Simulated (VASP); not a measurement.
# Y (P6_3/mmc) in VASP: a series of runs, part 2 of 2

VASP 6.6.1. The steps go on from the part before.

## (3) Single point, PBE

The input, INCAR:

```
ALGO = Normal
EDIFF = 1E-6
ENCUT = 500
GGA = PE
GGA_COMPAT = F
ISIF = 2
ISMEAR = 0
LASPH = T
LCHARG = F
LREAL = F
LWAVE = F
NBANDS = 18
NELM = 120
PREC = Accurate
SIGMA = 0.1
```

The input, KPOINTS:

```
k-points
0
Gamma
  12 12 6
```

The input, POSCAR:

```
Y
1.0
    3.6474000000      0.0000000000      0.0000000000
   -1.8237000000      3.1587410578      0.0000000000
    0.0000000000      0.0000000000      5.7306000000
Y
2
Direct
    0.3333333333      0.6666666667      0.2500000000
    0.6666666667      0.3333333333      0.7500000000
```

Potentials or basis: VASP PAW PBE potentials, release 64 (Y_sv).

Run with:

```
$ cat potpaw_PBE.64/Y_sv/POTCAR > POTCAR
$ mpirun -np 1 vasp_std > vasp.out
```

OUTCAR:

```text
EDIFF = 1E-6
   ENCUT = 500
   GGA = PE
   ISIF = 2
   ISMEAR = 0
   LASPH = T
   LREAL = F
   NELM = 120
   PREC = Accurate

 ion  position               nearest neighbor table
   1  0.333  0.667  0.250-   2 3.56   2 3.56   2 3.56   2 3.56   2 3.56   2 3.56
   2  0.667  0.333  0.750-   1 3.56   1 3.56   1 3.56   1 3.56   1 3.56   1 3.56

  LATTYP: Found a hexagonal cell.
 ALAT       =     3.6474000000
 C/A-ratio  =     1.5711465702

  Lattice vectors:

 A1 = (   3.6474000000,   0.0000000000,   0.0000000000)
 A2 = (  -1.8237000000,   3.1587410578,   0.0000000000)
 A3 = (   0.0000000000,   0.0000000000,   5.7306000000)

Analysis of symmetry for initial positions (statically):
=====================================================================
 Subroutine PRICEL returns:
 Original cell was already a primitive cell.

 Routine SETGRP: Setting up the symmetry group for a
 hexagonal supercell.

 Subroutine GETGRP returns: Found 24 space group operations
 (whereof 12 operations were pure point group operations)
 out of a pool of 24 trial point group operations.

The static configuration has the point symmetry D_3d.
 The point group associated with its full space group is D_6h.

Analysis of symmetry for dynamics (positions and initial velocities):
=====================================================================
 Subroutine PRICEL returns:
 Original cell was already a primitive cell.

 Routine SETGRP: Setting up the symmetry group for a
 hexagonal supercell.

 Subroutine GETGRP returns: Found 24 space group operations
 (whereof 12 operations were pure point group operations)
 out of a pool of 24 trial point group operations.

The dynamic configuration has the point symmetry D_3d.
 The point group associated with its full space group is D_6h.

 Subroutine INISYM returns: Found 24 space group operations
 (whereof 12 operations are pure point group operations),
 and found     1 'primitive' translations

----------------------------------------------------------------------------------------

                                     Primitive cell

  volume of cell :      66.0233

  direct lattice vectors                    reciprocal lattice vectors
     3.647400000  0.000000000  0.000000000     0.274167900  0.158290911  0.000000000
    -1.823700000  3.158741058  0.000000000     0.000000000  0.316581822  0.000000000
     0.000000000  0.000000000  5.730600000     0.000000000  0.000000000  0.174501797

  length of vectors
     3.647400000  3.647400000  5.730600000     0.316581822  0.316581822  0.174501797

  position of ions in fractional coordinates (direct lattice)
     0.333333333  0.666666667  0.250000000
     0.666666667  0.333333333  0.750000000

  ion indices of the primitive-cell ions
   primitive index   ion index
                 1           1
                 2           2

----------------------------------------------------------------------------------------

 KPOINTS: k-points

Automatic generation of k-mesh.
 Grid dimensions read from file:
 generate k-points for:   12   12    6

 Generating k-lattice:

  Cartesian coordinates                     Fractional coordinates (reciprocal lattice)
     0.022847325  0.013190909  0.000000000     0.083333333  0.000000000  0.000000000
     0.000000000  0.026381819  0.000000000     0.000000000  0.083333333  0.000000000
     0.000000000  0.000000000  0.029083633     0.000000000  0.000000000  0.166666667

  Length of vectors
     0.026381819  0.026381819  0.029083633

  Shift w.r.t. Gamma in fractional coordinates (k-lattice)
     0.000000000  0.000000000  0.000000000

 Subroutine IBZKPT returns following result:
 ===========================================

 Found     76 irreducible k-points:

 Following reciprocal coordinates:
            Coordinates               Weight
  0.000000  0.000000  0.000000      1.000000
  0.083333 -0.000000  0.000000      6.000000
  0.166667  0.000000  0.000000      6.000000
  0.250000 -0.000000  0.000000      6.000000
  0.333333 -0.000000  0.000000      6.000000
  0.416667 -0.000000  0.000000      6.000000
[... 16 lines left out ...]
  0.250000 -0.000000  0.166667     12.000000
  0.333333 -0.000000  0.166667     12.000000
 [... further k-points ...]
   k-points           NKPTS =     76   k-points in BZ     NKDIM =     76   number of bands    NBANDS=     18
   number of dos      NEDOS =    301   number of ions     NIONS =      2
   total plane-waves  NPLWV =  32928
   dimension x,y,z NGX =    28 NGY =   28 NGZ =   42
   dimension x,y,z NGXF=    56 NGYF=   56 NGZF=   84
   ions per type =               2
   NGX,Y,Z   is equivalent  to a cutoff of  12.76, 12.76, 12.18 a.u.
   NGXF,Y,Z  is equivalent  to a cutoff of  25.52, 25.52, 24.37 a.u.
 SYSTEM =  unknown system
   PREC   = accura    normal or accurate (medium, high low for compatibility)
   ISTART =      0    job   : 0-new  1-cont  2-samecut
   ICHARG =      2    charge: 1-file 2-atom 10-const
   ISPIN  =      1    spin polarized calculation?
   LNONCOLLINEAR =      F non collinear calculations
   LSORBIT =      F    spin-orbit coupling
   LASPH  =      T    aspherical Exc in radial PAW
   ENCUT  =  500.0 eV  36.75 Ry    6.06 a.u.   6.65  6.65 10.45*2*pi/ulx,y,z
   NELM   =    120;   NELMIN=  2; NELMDL= -5     # of ELM steps
   EDIFF  = 0.1E-05   stopping-criterion for ELM
   LREAL  =      F    real-space projection
[... 7 lines left out ...]
   TEBEG  =    0.0;   TEEND  =   0.0 temperature during run
   PSTRESS=    0.0 pullay stress
   NELECT =      22.0000    total number of electrons
   NUPDOWN=      -1.0000    fix difference up-down
   EMIN   =  10.00;   EMAX   =-10.00  energy-range for DOS
   EFERMI =   0.00;   METHOD = LEGACY
   ISMEAR =     0;   SIGMA  =   0.10  broadening in eV -4-tet -1-fermi 0-gaus
   EFERMI_NEDOS =   21; number of points for ismear=-14 and -15
   IALGO  =     38    algorithm
   IMIX   =      4    mixing-type and parameters
     AMIX     =   0.40;   BMIX     =  1.00
     AMIX_MAG =   1.60;   BMIX_MAG =  1.00
  volume/ion in A,a.u.               =      33.01       222.77
  Fermi-wavevector in a.u.,A,eV,Ry     =   1.134967  2.144777 17.526345  1.288150
  Thomas-Fermi vector in A             =   2.271671
   LORBIT       =      0    0 simple, 1 ext, 2 COOP (PROOUT), +10 PAW based schemes
   GGA     = PE    functional components
   LHFCALC =     F    Hartree Fock is set to
   AEXX    =    0.0000 exact exchange contribution
   IVDW    =     0    specifies the selected vdW correction
   LEPSILON=     F    determine dielectric tensor
   LRPA    =     F    only Hartree local field effects (RPA)
 non-spin polarized calculation
 Gauss-broadening in eV      SIGMA  =   0.10
  energy-cutoff  :      500.00
  volume of cell :       66.02
 maximum number of plane-waves:      1706
 NGX is ok and might be reduce to    28
   NGX = 13   NGY = 13   NGZ = 21

 number of electron      21.9999999 magnetization

 Free energy of the ion-electron system (eV)
  ---------------------------------------------------
  ext. energy  EPLUGINS =         0.00000000
  ---------------------------------------------------
  free energy    TOTEN  =       -12.87594279 eV

  energy without entropy =      -12.85800359  energy(sigma->0) =      -12.86697319

 E-fermi :   2.9827     XC(G=0):  -9.4076

 val. band max:        2.9812178788   @ k =   0.4167   0.1667   0.3333
 cond. band min:       3.0049229491   @ k =   0.1667   0.0833   0.3333
 fundamental gap:      0.0237050703
 Fermi energy:         2.9826852332

 k-point     1 :       0.0000    0.0000    0.0000
  band No.  band energies     occupation
      1     -39.7266      2.00000
      2     -39.6554      2.00000
      3     -19.9918      2.00000
      4     -19.5284      2.00000
      5     -19.5284      2.00000
      6     -19.4413      2.00000
[... 10 lines left out ...]
     17       5.7605      0.00000
     18       5.7605      0.00000

 k-point     2 :       0.0833   -0.0000    0.0000
  band No.  band energies     occupation
      1     -39.7232      2.00000
      2     -39.6542      2.00000
      3     -19.9797      2.00000
      4     -19.5529      2.00000
      5     -19.5367      2.00000
      6     -19.4672      2.00000
[... 10 lines left out ...]
     17       5.5658      0.00000
     18       5.6216      0.00000
[... 442 lines left out ...]
 k-point    24 :       0.3333   -0.0000    0.1667
  band No.  band energies     occupation
      1     -39.6831      2.00000
      2     -39.6476      2.00000
      3     -19.8742      2.00000
      4     -19.7602      2.00000
      5     -19.7168      2.00000
      6     -19.6069      2.00000
[... 10 lines left out ...]
     17       6.8415      0.00000
     18       7.0234      0.00000

 [... further k-points ...]
[... 5 lines left out ...]
  --------------------------------------------------------------------------------------
  -------------------------------------------------------------------------------------
  Total       -0.0179833     -0.0179833     -0.3369477      0.0000000      0.0000000      0.0000000
  in kB       -0.4363981     -0.4363981     -8.1766540      0.0000000      0.0000000      0.0000000
  external PRESSURE =      -3.0164834 kB  Pullay stress =       0.0000000 kB

 VOLUME and BASIS-vectors are now :
 -----------------------------------------------------------------------------
  energy-cutoff  :      500.00
  volume of cell :       66.02
      direct lattice vectors                 reciprocal lattice vectors
     3.647400000  0.000000000  0.000000000     0.274167900  0.158290911  0.000000000
    -1.823700000  3.158741058  0.000000000     0.000000000  0.316581822  0.000000000
     0.000000000  0.000000000  5.730600000     0.000000000  0.000000000  0.174501797

 POSITION                                       TOTAL-FORCE (eV/Angst)
 -----------------------------------------------------------------------------------
     -0.00000      2.10583      1.43265        -0.000000      0.000000      0.000000
      1.82370      1.05291      4.29795         0.000000     -0.000000      0.000000
 -----------------------------------------------------------------------------------
    total drift:                               -0.000000      0.000000     -0.000000

  FREE ENERGIE OF THE ION-ELECTRON SYSTEM (eV)
  ---------------------------------------------------
  free  energy   TOTEN  =       -12.8759427937 eV

  energy  without entropy=      -12.8580035861  energy(sigma->0) =      -12.86697319
```

stdout:

```text
POSCAR found type information on POSCAR Y
 POSCAR found :  1 types and       2 ions
 scaLAPACK will be used
 LDA part: xc-table for (Slater+PW92), standard interpolation
 POSCAR, INCAR and KPOINTS ok, starting setup
 FFT: planning ... GRIDC
 FFT: planning ... GRID_SOFT
 FFT: planning ... GRID
 WAVECAR not read
 entering main loop
```

Wall time 75 s (1 thread of Intel Xeon 6975P-C (Granite Rapids), shared host); peak memory 0.23 GiB.

What came out:

- Free energy: -12.8759 eV
- Pressure: -0.3 GPa
- Band gap on the k mesh: zero (bands 11 and 12 overlap by 1.39 eV)

## (4) Single point, PBE

The input, INCAR:

```
PREC = Accurate
ENCUT = 500
EDIFF = 1E-6
ISMEAR = 0
SIGMA = 0.1
LREAL = F
LASPH = T
NELM = 120
ALGO = Normal
ISIF = 2
LWAVE = F
LCHARG = F
GGA = PE
NBANDS = 18
GGA_COMPAT = F
```

The input, KPOINTS:

```
regular mesh
0
Gamma
  15 15 8
```

POSCAR is that of step 3.

Run with:

```
$ cat potpaw_PBE.64/Y_sv/POTCAR > POTCAR
$ mpirun -np 1 vasp_std > vasp.out
```

It took 2.5 min on 1 thread of Intel Xeon 6975P-C (Granite Rapids), shared host; peak memory 0.28 GiB.

It converged, with:

| Quantity | Value |
| --- | --- |
| Free energy | -12.8747 eV |
| Pressure | -0.3 GPa |
| Band gap on the k mesh | zero (bands 11 and 12 overlap by 1.40 eV) |

Stress tensor (GPa, compression positive):
```
-0.07  0.00  0.00
 0.00 -0.07  0.00
 0.00  0.00 -0.78
```

Levels at points of the mesh, in eV from the Fermi level:
```csv
k point,band 8,band 9,band 10,band 11,band 12,band 13,band 14,band 15
"(0.00, 0.00, 0.00)",-22.38,-4.68,-1.85,0.86,1.75,1.75,2.03,2.35
"(0.00, 0.00, 0.50)",-22.46,-3.25,-3.25,0.94,0.94,1.67,1.67,1.67
```

## (5) Summary

```tsv
k mesh	gap on the mesh (eV)	pressure (GPa)
9 × 9 × 6	none	-0.3
12 × 12 × 6	none	-0.3
15 × 15 × 8	none	-0.3
```

Alike in all rows: task single point; level PBE; potentials or basis VASP PAW PBE potentials, release 64 (Y_sv); no spin polarisation; cell as given; cutoff (eV) 500; smearing gaussian 0.1 eV.

Total energies depend on the potentials used, so only differences within one code and one set of settings carry meaning.
